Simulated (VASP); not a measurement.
# TiSi16 (a cell with a defect) in VASP: relaxation of the atoms with PBE+D3(BJ)

Aim: the relaxation of the atoms of TiSi16 (a cell with a defect) with PBE+D3(BJ).

Everything below comes from runs of VASP 6.6.1. Logs are shortened: lines on timing, memory, paths and dates and some standing lists are left out, and cuts for length are marked.

## Step 1: The cell of the first run

The cell holds a defect, 17 atoms: a = 7.679 Å, b = 7.679 Å, c = 7.679 Å, α = 60.00°, β = 60.00°, γ = 60.00°.

## Step 2: Relaxation of the atoms, PBE+D3(BJ)

Input file INCAR:

```
  PREC = Accurate
  ENCUT = 520
  EDIFF = 1E-7
  ISMEAR = -1
  SIGMA = 0.02
  LREAL = Auto
  LASPH = True
  NELM = 100
  ALGO = Normal
  ISIF = 2
  LWAVE = False
  LCHARG = False
  GGA = PE
  IVDW = 12
  IBRION = 2
  NSW = 80
  EDIFFG = -0.03
```

Input file KPOINTS:

```
Automatic mesh
0
Gamma
  2 2 2
```

Input file POSCAR:

```
TiSi16
1.0
    0.0000000000      5.4300000000      5.4300000000
    5.4300000000      0.0000000000      5.4300000000
    5.4300000000      5.4300000000      0.0000000000
Si Ti
16 1
Direct
    0.0000000000      0.0000000000      0.0000000000
    0.1250000000      0.1250000000      0.1250000000
    0.0000000000      0.0000000000      0.5000000000
    0.1250000000      0.1250000000      0.6250000000
    0.0000000000      0.5000000000      0.0000000000
    0.1250000000      0.6250000000      0.1250000000
    0.0000000000      0.5000000000      0.5000000000
    0.1250000000      0.6250000000      0.6250000000
    0.5000000000      0.0000000000      0.0000000000
    0.6250000000      0.1250000000      0.1250000000
    0.5000000000      0.0000000000      0.5000000000
    0.6250000000      0.1250000000      0.6250000000
    0.5000000000      0.5000000000      0.0000000000
    0.6250000000      0.6250000000      0.1250000000
    0.5000000000      0.5000000000      0.5000000000
    0.6250000000      0.6250000000      0.6250000000
    0.7510038600      0.7524223800      0.7612023700
```

Potentials or basis: VASP PAW PBE potentials, release 64 (Si, Ti_sv).

On the command line:

```console
cat potpaw_PBE.64/Si/POTCAR potpaw_PBE.64/Ti_sv/POTCAR > POTCAR
mpirun -np 1 vasp_std > vasp.out
```

OUTCAR:

```text
PREC = Accurate
   ENCUT = 520
   EDIFF = 1E-7
   ISMEAR = -1
   LREAL = Auto
   LASPH = True
   NELM = 100
   ISIF = 2
   GGA = PE
   IVDW = 12
   IBRION = 2
   NSW = 80
   EDIFFG = -0.03
 IVDW          = 12

 ion  position               nearest neighbor table
   1  0.000  0.000  0.000-   2 2.35   4 2.35   6 2.35  10 2.35
   2  0.125  0.125  0.125-   1 2.35   3 2.35   5 2.35   9 2.35
   3  0.000  0.000  0.500-   2 2.35   4 2.35   8 2.35  12 2.35  17 2.70
   4  0.125  0.125  0.625-   1 2.35   3 2.35   7 2.35  11 2.35
   5  0.000  0.500  0.000-   2 2.35   6 2.35   8 2.35  14 2.35  17 2.65
   6  0.125  0.625  0.125-   1 2.35   5 2.35   7 2.35  13 2.35
   7  0.000  0.500  0.500-   4 2.35   6 2.35   8 2.35  16 2.35  17 2.79
   8  0.125  0.625  0.625-  17 2.35   5 2.35   7 2.35  15 2.35   3 2.35
   9  0.500  0.000  0.000-   2 2.35  10 2.35  12 2.35  14 2.35  17 2.64
  10  0.625  0.125  0.125-   1 2.35   9 2.35  11 2.35  13 2.35
  11  0.500  0.000  0.500-   4 2.35  10 2.35  12 2.35  16 2.35  17 2.78
  12  0.625  0.125  0.625-  17 2.34   9 2.35  11 2.35  15 2.35   3 2.35
  13  0.500  0.500  0.000-   6 2.35  10 2.35  14 2.35  16 2.35  17 2.74
  14  0.625  0.625  0.125-  17 2.28   9 2.35  13 2.35  15 2.35   5 2.35
  15  0.500  0.500  0.500-   8 2.35  12 2.35  14 2.35  16 2.35
  16  0.625  0.625  0.625-   7 2.35  11 2.35  13 2.35  15 2.35  17 2.44
  17  0.751  0.752  0.761-  14 2.28  12 2.34   8 2.35  16 2.44   9 2.64   5 2.65   3 2.70  13 2.74
                            11 2.78   7 2.79

  LATTYP: Found a face centered cubic cell.
 ALAT       =    10.8600000000

  Lattice vectors:

 A1 = (   0.0000000000,   5.4300000000,   5.4300000000)
 A2 = (   5.4300000000,   0.0000000000,   5.4300000000)
 A3 = (   5.4300000000,   5.4300000000,   0.0000000000)

Analysis of symmetry for initial positions (statically):
=====================================================================
 Subroutine PRICEL returns:
 Original cell was already a primitive cell.

 Routine SETGRP: Setting up the symmetry group for a
 face centered cubic supercell.

 Subroutine GETGRP returns: Found  1 space group operations
 (whereof  1 operations were pure point group operations)
 out of a pool of 48 trial point group operations.

The static configuration has the point symmetry C_1 .

Analysis of symmetry for dynamics (positions and initial velocities):
=====================================================================
 Subroutine PRICEL returns:
 Original cell was already a primitive cell.

 Routine SETGRP: Setting up the symmetry group for a
 face centered cubic supercell.

 Subroutine GETGRP returns: Found  1 space group operations
 (whereof  1 operations were pure point group operations)
 out of a pool of 48 trial point group operations.

The dynamic configuration has the point symmetry C_1 .

 Subroutine INISYM returns: Found  1 space group operations
 (whereof  1 operations are pure point group operations),
 and found     1 'primitive' translations

----------------------------------------------------------------------------------------

                                     Primitive cell

  volume of cell :     320.2060

  direct lattice vectors                    reciprocal lattice vectors
     0.000000000  5.430000000  5.430000000    -0.092081031  0.092081031  0.092081031
     5.430000000  0.000000000  5.430000000     0.092081031 -0.092081031  0.092081031
     5.430000000  5.430000000  0.000000000     0.092081031  0.092081031 -0.092081031

  length of vectors
     7.679179644  7.679179644  7.679179644     0.159489025  0.159489025  0.159489025

  position of ions in fractional coordinates (direct lattice)
     0.000000000  0.000000000  0.000000000
     0.125000000  0.125000000  0.125000000
     0.000000000  0.000000000  0.500000000
     0.125000000  0.125000000  0.625000000
     0.000000000  0.500000000  0.000000000
     0.125000000  0.625000000  0.125000000
[... 9 lines left out ...]
     0.625000000  0.625000000  0.625000000
     0.751003860  0.752422380  0.761202370

  ion indices of the primitive-cell ions
   primitive index   ion index
                 1           1
                 2           2
                 3           3
                 4           4
                 5           5
                 6           6
[... 9 lines left out ...]
                16          16
                17          17

----------------------------------------------------------------------------------------

 KPOINTS: Automatic mesh

Automatic generation of k-mesh.
 Grid dimensions read from file:
 generate k-points for:    2    2    2

 Generating k-lattice:

  Cartesian coordinates                     Fractional coordinates (reciprocal lattice)
    -0.046040516  0.046040516  0.046040516     0.500000000  0.000000000  0.000000000
     0.046040516 -0.046040516  0.046040516     0.000000000  0.500000000  0.000000000
     0.046040516  0.046040516 -0.046040516     0.000000000  0.000000000  0.500000000

  Length of vectors
     0.079744512  0.079744512  0.079744512

  Shift w.r.t. Gamma in fractional coordinates (k-lattice)
     0.000000000  0.000000000  0.000000000

 Subroutine IBZKPT returns following result:
 ===========================================

 Found      8 irreducible k-points:

 Following reciprocal coordinates:
            Coordinates               Weight
  0.000000  0.000000  0.000000      1.000000
  0.500000  0.000000  0.000000      1.000000
  0.000000  0.500000  0.000000      1.000000
  0.000000  0.000000  0.500000      1.000000
  0.500000  0.500000  0.500000      1.000000
  0.500000  0.500000  0.000000      1.000000
  0.000000  0.500000  0.500000      1.000000
  0.500000  0.000000  0.500000      1.000000
   k-points           NKPTS =      8   k-points in BZ     NKDIM =      8   number of bands    NBANDS=     47
   number of dos      NEDOS =    301   number of ions     NIONS =     17
   total plane-waves  NPLWV = 216000
   dimension x,y,z NGX =    60 NGY =   60 NGZ =   60
   dimension x,y,z NGXF=   120 NGYF=  120 NGZF=  120
   ions per type =              16   1
   NGX,Y,Z   is equivalent  to a cutoff of  12.99, 12.99, 12.99 a.u.
   NGXF,Y,Z  is equivalent  to a cutoff of  25.98, 25.98, 25.98 a.u.
 SYSTEM =  unknown system
   PREC   = accura    normal or accurate (medium, high low for compatibility)
   ISTART =      0    job   : 0-new  1-cont  2-samecut
   ICHARG =      2    charge: 1-file 2-atom 10-const
   ISPIN  =      1    spin polarized calculation?
   LNONCOLLINEAR =      F non collinear calculations
   LSORBIT =      F    spin-orbit coupling
   LASPH  =      T    aspherical Exc in radial PAW
   ENCUT  =  520.0 eV  38.22 Ry    6.18 a.u.  14.28 14.28 14.28*2*pi/ulx,y,z
   NELM   =    100;   NELMIN=  2; NELMDL= -5     # of ELM steps
   EDIFF  = 0.1E-06   stopping-criterion for ELM
   LREAL  =      T    real-space projection
   EDIFFG = -.3E-01   stopping-criterion for IOM
   NSW    =     80    number of steps for IOM
   IBRION =      2    ionic relax: 0-MD 1-quasi-New 2-CG
   NFREE  =      1    steps in history (QN), initial steepest desc. (CG)
   ISIF   =      2    stress and relaxation
   ISYM   =      2    0-nonsym 1-usesym 2-fastsym
   POTIM  = 0.5000    time-step for ionic-motion
   TEBEG  =    0.0;   TEEND  =   0.0 temperature during run
   PSTRESS=    0.0 pullay stress
   NELECT =      76.0000    total number of electrons
   NUPDOWN=      -1.0000    fix difference up-down
   EMIN   =  10.00;   EMAX   =-10.00  energy-range for DOS
   EFERMI =   0.00;   METHOD = LEGACY
   ISMEAR =    -1;   SIGMA  =   0.02  broadening in eV -4-tet -1-fermi 0-gaus
   EFERMI_NEDOS =   21; number of points for ismear=-14 and -15
   IALGO  =     38    algorithm
   IMIX   =      4    mixing-type and parameters
     AMIX     =   0.40;   BMIX     =  1.00
     AMIX_MAG =   1.60;   BMIX_MAG =  1.00
  volume/ion in A,a.u.               =      18.84       127.11
  Fermi-wavevector in a.u.,A,eV,Ry     =   1.013607  1.915439 13.978610  1.027399
  Thomas-Fermi vector in A             =   2.146786
   LORBIT       =      0    0 simple, 1 ext, 2 COOP (PROOUT), +10 PAW based schemes
   GGA     = PE    functional components
   LHFCALC =     F    Hartree Fock is set to
   AEXX    =    0.0000 exact exchange contribution
   IVDW    =    12    specifies the selected vdW correction
   LEPSILON=     F    determine dielectric tensor
   LRPA    =     F    only Hartree local field effects (RPA)
 conjugate gradient relaxation of ions
 non-spin polarized calculation
  energy-cutoff  :      520.00
  volume of cell :      320.21
 maximum number of plane-waves:      8646
 NGX is ok and might be reduce to    60
   NGX = 29   NGY = 29   NGZ = 29

--------------------------------------- Ionic step        1  -------------------------------------------

 number of electron      76.0000004 magnetization

 Free energy of the ion-electron system (eV)
  ---------------------------------------------------
  ext. energy  EPLUGINS =         0.00000000
  ---------------------------------------------------
  free energy    TOTEN  =       -91.75703581 eV

  energy without entropy =      -91.71403044  energy(sigma->0) =      -91.73553312

------------------------ aborting loop because EDIFF is reached ----------------------------------------

 Edisp (eV)   -5.83795

 E8    (eV) :    -2.4420

  FORCE on cell =-STRESS in cart. coord.  units (eV):
  Direction    XX          YY          ZZ          XY          YZ          ZX
  --------------------------------------------------------------------------------------
  -------------------------------------------------------------------------------------
  Total       3.89830     3.91428     3.95996    -0.25391    -0.91350    -0.81734
  in kB      19.50549    19.58540    19.81397    -1.27045    -4.57075    -4.08965
  external pressure =       19.63 kB  Pullay stress =        0.00 kB

 VOLUME and BASIS-vectors are now :
 -----------------------------------------------------------------------------
  energy-cutoff  :      520.00
  volume of cell :      320.21
      direct lattice vectors                 reciprocal lattice vectors
     0.000000000  5.430000000  5.430000000    -0.092081031  0.092081031  0.092081031
     5.430000000  0.000000000  5.430000000     0.092081031 -0.092081031  0.092081031
     5.430000000  5.430000000  0.000000000     0.092081031  0.092081031 -0.092081031
[... 348 lines left out ...]
      6.75220      6.75207      6.75079         0.004331      0.003403      0.001253
      8.15634      8.15495      8.14932        -0.017517     -0.010946     -0.018318
 -----------------------------------------------------------------------------------
    total drift:                                0.012992      0.015109      0.012978

  FREE ENERGIE OF THE ION-ELECTRON SYSTEM (eV)
  ---------------------------------------------------
  free  energy   TOTEN  =       -98.0511174311 eV

  energy  without entropy=      -98.0267580805  energy(sigma->0) =      -98.03893776

--------------------------------------- Ionic step        8  -------------------------------------------

 number of electron      75.9999998 magnetization

 Free energy of the ion-electron system (eV)
  ---------------------------------------------------
  ext. energy  EPLUGINS =         0.00000000
  ---------------------------------------------------
  free energy    TOTEN  =       -92.21352592 eV

  energy without entropy =      -92.18914966  energy(sigma->0) =      -92.20133779

 E-fermi :   6.9308     XC(G=0):  -9.7514

 val. band max:        6.8930460220   @ k =   0.0000   0.5000   0.5000
 cond. band min:       6.9533904715   @ k =   0.5000   0.0000   0.0000
 fundamental gap:      0.0603444495
 Fermi energy:         6.9307694360

 k-point     1 :       0.0000    0.0000    0.0000
  band No.  band energies     occupation
      1     -49.8786      2.00000
      2     -26.2562      2.00000
      3     -26.2524      2.00000
      4     -26.2445      2.00000
      5      -5.7207      2.00000
      6      -3.5143      2.00000
[... 419 lines left out ...]
      2.71658      2.71582      0.03662        -0.000340     -0.002052     -0.004154
      4.08986      4.08956      1.34375        -0.003667     -0.003246     -0.002999
      2.71859      0.03836      2.71285         0.001942     -0.005315     -0.004120
      4.09115      1.34448      4.08901        -0.006422     -0.003713     -0.003822
[... 9 lines left out ...]
      6.75255      6.75237      6.75096        -0.012911     -0.013437     -0.015956
      8.15498      8.15395      8.14825        -0.002070     -0.002747      0.002567
 -----------------------------------------------------------------------------------
    total drift:                                0.011646      0.010654      0.009978

  FREE ENERGIE OF THE ION-ELECTRON SYSTEM (eV)
  ---------------------------------------------------
  free  energy   TOTEN  =       -98.0513410523 eV

  energy  without entropy=      -98.0269647864  energy(sigma->0) =      -98.03915292

 reached required accuracy - stopping structural energy minimisation
```

It took 15 min on 1 thread of Intel Xeon Platinum 8488C (Sapphire Rapids), shared host; peak memory 0.56 GiB.

Results:

```yaml
Free_energy: -98.0513 eV
Energy_gained_by_relaxing: 26.8 meV/atom
Ionic_steps: 8
Pressure_after_relaxing: 0.9 GPa
Largest_force_after_relaxing: 0.025 eV/Å
Band_gap_on_the_k_mesh: zero (bands 38 and 39 overlap by 0.42 eV)
Dispersion_energy_per_atom: -0.343 eV
```

Forces in eV/Å, atoms in the order of the input:
```
Si   0.001  0.001  0.000
Si   0.004  0.005  0.009
Si   0.000 -0.002 -0.004
Si  -0.004 -0.003 -0.003
Si   0.002 -0.005 -0.004
Si  -0.006 -0.004 -0.004
Si  -0.002  0.007  0.008
Si   0.008  0.002  0.000
Si  -0.007  0.001 -0.003
Si  -0.004 -0.007 -0.005
Si   0.008 -0.002  0.010
Si   0.002  0.009 -0.001
Si   0.011  0.011 -0.002
Si   0.003  0.002  0.007
Si  -0.001 -0.001  0.005
Si  -0.013 -0.013 -0.016
Ti  -0.002 -0.003  0.003
```

The path:
```
step  energy change (eV)  largest force (eV/Å)  pressure (GPa)
   1              0.0000                2.4414            1.96
   2             -0.4297                0.8180            0.93
   3             -0.4346                0.5068            0.97
   4             -0.4519                0.2701            0.93
   5             -0.4533                0.1720            0.93
   6             -0.4559                0.0633            0.94
   7             -0.4561                0.0378            0.94
   8             -0.4564                0.0245            0.94
```

Final structure:
```yaml
crystal:
  lattice:
    - [0.00000, 5.43000, 5.43000]
    - [5.43000, 0.00000, 5.43000]
    - [5.43000, 5.43000, 0.00000]
  atoms:
    - { symbol: Si, position: [0.99996, 0.99994, 0.99992] }
    - { symbol: Si, position: [0.12328, 0.12335, 0.12373] }
    - { symbol: Si, position: [0.00330, 0.00344, 0.49685] }
    - { symbol: Si, position: [0.12371, 0.12376, 0.62944] }
    - { symbol: Si, position: [0.00300, 0.49660, 0.00406] }
    - { symbol: Si, position: [0.12360, 0.62944, 0.12400] }
    - { symbol: Si, position: [0.00381, 0.49688, 0.49705] }
    - { symbol: Si, position: [0.13758, 0.62085, 0.62104] }
    - { symbol: Si, position: [0.49656, 0.00310, 0.00402] }
    - { symbol: Si, position: [0.62945, 0.12364, 0.12398] }
    - { symbol: Si, position: [0.49684, 0.00390, 0.49703] }
    - { symbol: Si, position: [0.62076, 0.13783, 0.62096] }
    - { symbol: Si, position: [0.49677, 0.49679, 0.00450] }
    - { symbol: Si, position: [0.62035, 0.62036, 0.13917] }
    - { symbol: Si, position: [0.50021, 0.50048, 0.50210] }
    - { symbol: Si, position: [0.62162, 0.62165, 0.62191] }
    - { symbol: Ti, position: [0.75020, 0.75039, 0.75144] }
```

Caveat: the k points lie up to 0.50 Å⁻¹ apart.

The gap in the log of VASP goes by the Fermi energy; the results here count the filled bands.